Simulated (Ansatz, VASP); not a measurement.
Two plane-wave programs on Si

File INCAR:

```
SYSTEM = Si
PREC = Accurate
ENCUT = 520
EDIFF = 1E-7
ISMEAR = -1
SIGMA = 0.02
LREAL = .False.
LASPH = .True.
NELM = 100
ALGO = Normal
ISIF = 2
LWAVE = .False.
LCHARG = .False.
GGA = PE
NBANDS = 16
```

The input KPOINTS:

```
regular mesh
0
Gamma
  12 12 4
  0 0 0
```

File POSCAR:

```
Si
1.0
    3.8650858554      0.0000000000      0.0000000000
   -1.9325429277      3.3187215334      0.0000000000
    0.0000000000      0.0000000000      6.3412168871
Si
4
Direct
    0.3329353027      0.6658706055      0.0002851865
    0.6670646973      0.3341293945      0.5002851865
    0.3329353027      0.6658706055      0.3747148135
    0.6670646973      0.3341293945      0.8747148135
```

Input for Ansatz:

```yaml
crystal:
  lattice:
    - [3.8650858554, 0.0, 0.0]
    - [-1.9325429277, 3.3187215334, 0.0]
    - [0.0, 0.0, 6.3412168871]
  atoms:
    - { symbol: Si, position: [0.3329353027, 0.6658706055, 0.0002851865] }
    - { symbol: Si, position: [0.6670646973, 0.3341293945, 0.5002851865] }
    - { symbol: Si, position: [0.3329353027, 0.6658706055, 0.3747148135] }
    - { symbol: Si, position: [0.6670646973, 0.3341293945, 0.8747148135] }
kpoints:
  mp_grid: { grid: [12, 12, 4] }
  band_path:
    path:
      - [0.0, 0.0, 0.0]
      - [0.5, 0.0, 0.0]
      - [0.3333333333, 0.3333333333, 0.0]
      - [0.0, 0.0, 0.5]
      - [0.5, 0.0, 0.5]
      - [0.3333333333, 0.3333333333, 0.5]
    npoints: 1
hamiltonian:
  xc: pbe
scf:
  occupations: { method: fermi_dirac, width: 0.02 }
  n_extra_bands: 5
output:
  forces: true
  stress: true
  eigenvalues: true
```

Change from the starting cell: uniaxial_x strain +0.9%.

Alike in both runs: task single point; functional PBE; k mesh 12 × 12 × 4; occupations fermi-dirac, width 0.02 eV; no spin polarisation.

|  | VASP | Ansatz |
| --- | --- | --- |
| version | VASP 6.6.1 | Ansatz 0.2.0 |
| potentials or method | VASP PAW PBE potentials, release 64 (Si) | plane waves, PAW |
| plane-wave cutoff (eV) | 520 | 420 |
| valence electrons in the cell | 16 | 16 |

```tsv
	VASP	Ansatz	Ansatz less VASP
pressure (GPa)	0.4	0.5	+0.08
traceless stress, the component that is largest in VASP (GPa)	-0.75	-0.75	+0.001
rms of the force components (eV/Å)	0.004	0.004	-0.0002
```

Atom by atom the forces differ by 0.000 eV/Å (rms over components). The functional is the same, so the differences come from potentials, cutoffs and numerics.
